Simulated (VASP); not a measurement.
Wanted: the native input for a VASP 6.6.1 run.

```yaml
Task: relaxation of cell and atoms
Functional: PBE
Potentials_or_basis: VASP PAW PBE potentials, release 64 (Ba_sv, Te)
Cutoff: 600 eV
k_mesh: 10 × 10 × 10
Occupations: gaussian, width 0.01 eV
Spin: no spin polarisation
Dipole_correction: no
Further_INCAR_settings: ALGO = Normal; EDIFF = 1e-07; IBRION = 2; EDIFFG = -0.01; NSW = 100; ISIF = 3
```

The structure of BaTe lies in POSCAR:

```
BaTe
1.0
   -3.4616970200      3.4616970200      1.8897003600
    3.4616970200     -3.4616970200      1.8897003600
    3.4616970200      3.4616970200     -1.8897003600
Ba Te
1 1
Direct
    0.2500000000      0.7500000000      0.5000000000
    0.0000000000      0.0000000000      0.0000000000
```

The cell was built from a structure type or drawn by symmetry, and may not be a known phase.

One way to write it, as run:

INCAR

```
SYSTEM = BaTe
PREC = Accurate
ENCUT = 600
EDIFF = 1E-7
ISMEAR = 0
SIGMA = 0.01
LREAL = .False.
LASPH = .True.
NELM = 100
ALGO = Normal
ISIF = 3
LWAVE = .False.
LCHARG = .False.
GGA = PE
IBRION = 2
NSW = 100
EDIFFG = -0.01
```

KPOINTS

```
Automatic mesh
0
Gamma
  10 10 10
  0 0 0
```

Potentials or basis: VASP PAW PBE potentials, release 64 (Ba_sv, Te).

The run is started by

```sh
$ cat potpaw_PBE.64/Ba_sv/POTCAR potpaw_PBE.64/Te/POTCAR > POTCAR
$ mpirun -np 1 vasp_std > vasp.out
```

It gave:

| Quantity | Value |
| --- | --- |
| Relaxed volume | 51.02 Å³/atom |
| Relaxed cell | a = 5.139 Å, b = 5.139 Å, c = 5.139 Å, α = 104.70°, β = 104.70°, γ = 119.50° |
| Space group after relaxing (to 0.1 Å) | I-4m2 (No. 119) |
| Energy gained by relaxing | 342.2 meV/atom |
| Ionic steps | 10 |
| Pressure after relaxing | 0.0 GPa |
| Band gap on the k mesh | 1.87 eV (least direct gap 2.20 eV) |

Caveat: spin-orbit coupling is left out, which moves the levels of the heavy elements.

Wall time 7.8 min on 1 thread of Intel(R) Xeon(R) 6975P-C (Granite Rapids), on a shared host, peak memory 0.41 GiB.
